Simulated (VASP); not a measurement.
Al, 4 atoms in the cell. It takes space group Cmc2_1 (No. 36, orthorhombic). The conventional cell has a = 2.842 Å, b = 4.915 Å, c = 9.496 Å, α = 90.00°, β = 90.00°, γ = 90.00°. Within 3.7 Å of Al (site symmetry m) lie 12 Al at 2.84 to 2.90 Å. Al (site symmetry m) has 12 Al at 2.84 to 2.90 Å within 3.7 Å. 

```yaml
Program: VASP 6.6.1
Task: single point
Functional: PBE
Potentials_or_basis: VASP PAW PBE potentials, release 64 (Al)
Cutoff: 520 eV
k_mesh: 8 × 8 × 2
Occupations: gaussian, width 0.1 eV
Spin: no spin polarisation
Dipole_correction: no
Further_INCAR_settings: ALGO = Fast; EDIFF = 1e-06; NBANDS = 14
```

Potentials or basis: VASP PAW PBE potentials, release 64 (Al).

Launch:

```sh
$ cat potpaw_PBE.64/Al/POTCAR > POTCAR
$ mpirun -np 1 vasp_std > vasp.out
```

Hardware: 1 thread of Intel(R) Xeon(R) Platinum 8259CL CPU @ 2.50GHz (Skylake/Cascade Lake) (shared host).

Estimate the wall time of this run.

It took 27 s on 1 thread of Intel(R) Xeon(R) Platinum 8259CL CPU @ 2.50GHz (Skylake/Cascade Lake) (shared host), peak memory 0.19 GiB. Counts: scf iterations 13, k points 42.
